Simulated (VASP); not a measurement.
Write the native input for VASP 6.6.1 that does the following.

```
Task                   : single point
Functional             : RPBE
Potentials or basis    : VASP PAW PBE potentials, release 64 (Lu)
Cutoff                 : 520 eV
k mesh                 : 13 × 13 × 13
Occupations            : fermi-dirac, width 0.1 eV
Spin                   : no spin polarisation
Dipole correction      : no
Further INCAR settings : ALGO = Normal; EDIFF = 1e-06; NBANDS = 18
```

The structure of Lu lies in POSCAR:

```
Lu
1.0
   -1.9551767732      1.9551767732      1.9551767732
    1.9551767732     -1.9551767732      1.9551767732
    1.9551767732      1.9551767732     -1.9551767732
Lu
1
Direct
    0.0000000000      0.0000000000      0.0000000000
```

This cell differs from its parent crystal: volume scaled by 0.96.

One way to write it, as run:

INCAR

```
SYSTEM = Lu
PREC     = Accurate       ! precision mode
ENCUT    = 520            ! plane-wave cutoff, eV
EDIFF    = 1E-6           ! SCF threshold, eV
ISMEAR   = -1             ! smearing method
SIGMA    = 0.1            ! smearing width, eV
LREAL    = .False.        ! projectors in reciprocal space
LASPH    = .True.         ! aspherical terms in the spheres
NELM     = 80             ! most SCF steps
ALGO     = Normal         ! electronic algorithm
ISIF     = 2              ! what is computed and relaxed
LWAVE    = .False.        ! write WAVECAR
LCHARG   = .True.         ! write CHGCAR
GGA      = RP             ! functional
LELF     = .True.         ! ELF
LVHAR    = .True.       
NBANDS   = 18             ! bands
```

KPOINTS

```
Automatic mesh
0
Gamma
  13 13 13
  0 0 0
```

Potentials or basis: VASP PAW PBE potentials, release 64 (Lu).

Launch:

```bash
$ cat potpaw_PBE.64/Lu/POTCAR > POTCAR
$ mpirun -np 1 vasp_std > vasp.out
```

It gave:

```yaml
Pressure: 1.8 GPa
```

Caveat: the PAW data sets were made with another functional, which shifts forces and pressure a little.

It took 40 s on 1 thread of Intel(R) Xeon(R) Platinum 8259CL CPU @ 2.50GHz (Skylake/Cascade Lake) (shared host), peak memory 0.2 GiB.
